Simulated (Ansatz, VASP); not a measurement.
# Ag: VASP beside Ansatz

Contents of INCAR:

```
SYSTEM = Ag
ALGO = Normal ; EDIFF = 1E-7
ENCUT = 520 ; GGA = RP
ISIF = 2 ; ISMEAR = -1
LASPH = .True. ; LCHARG = .False.
LREAL = .False. ; LWAVE = .False.
NBANDS = 24 ; NELM = 60
PREC = Accurate ; SIGMA = 0.1
```

File KPOINTS:

```
k-points
0
Gamma
  9 9 12
  0 0 0
```

The input POSCAR:

```
Ag
1.0
    4.8618283637      0.0000000000      0.0000000000
   -2.4309141819      4.2104668718      0.0000000000
    0.0000000000      0.0000000000      2.9146579727
Ag
3
Direct
    1.0000000000      1.0000000000      0.0000000000
    0.3333333333      0.6666666667      0.5000000000
    0.6666666667      0.3333333333      0.5000000000
```

Input for Ansatz:

```yaml
crystal:
  lattice:
    - [4.8618283637, 0.0, 0.0]
    - [-2.4309141819, 4.2104668718, 0.0]
    - [0.0, 0.0, 2.9146579727]
  atoms:
    - { symbol: Ag, position: [1.0, 1.0, 0.0] }
    - { symbol: Ag, position: [0.3333333333, 0.6666666667, 0.5] }
    - { symbol: Ag, position: [0.6666666667, 0.3333333333, 0.5] }
hamiltonian:
  xc: rpbe
  pseudopotentials:
    kind: paw
    azcp:
      Ag: "pseudopotentials/Ag.paw.azcp"
basis:
  ecutwfc: 420
  fft_grid_basis: typed
kpoints:
  mp_grid: { grid: [9, 9, 12], shift: [0, 0, 0] }
magnetization:
  spin_polarized: false
scf:
  occupations: { method: fermi_dirac, width: 0.1 }
  lower_state_search: "off"
output:
  stress: true
  write_density: true
  write_potential: true
  elf: true
  volumetric_format: npy
```

Alike in both runs: task single point; functional RPBE; k mesh 9 × 9 × 12; occupations fermi-dirac, width 0.1 eV; no spin polarisation.

|  | VASP | Ansatz |
| --- | --- | --- |
| version | VASP 6.6.1 | Ansatz 0.2.0 |
| potentials or method | VASP PAW PBE potentials, release 64 (Ag), cutoff 520 eV | plane waves (420 eV) with PAW, scalar-relativistic |
| valence electrons in the cell | 33 | 57 |

|  | VASP | Ansatz | Ansatz less VASP |
| --- | --- | --- | --- |
| pressure (GPa) | -2.5 | -2.5 | +0.03 |
| traceless stress, the component that is largest in VASP (GPa) | -0.25 | -0.26 | -0.011 |

VASP's potentials were made for PBE, not for RPBE. VASP's potentials hold 33 valence electrons a cell and Ansatz's 57, so a difference there can come from the potentials and not from the codes.
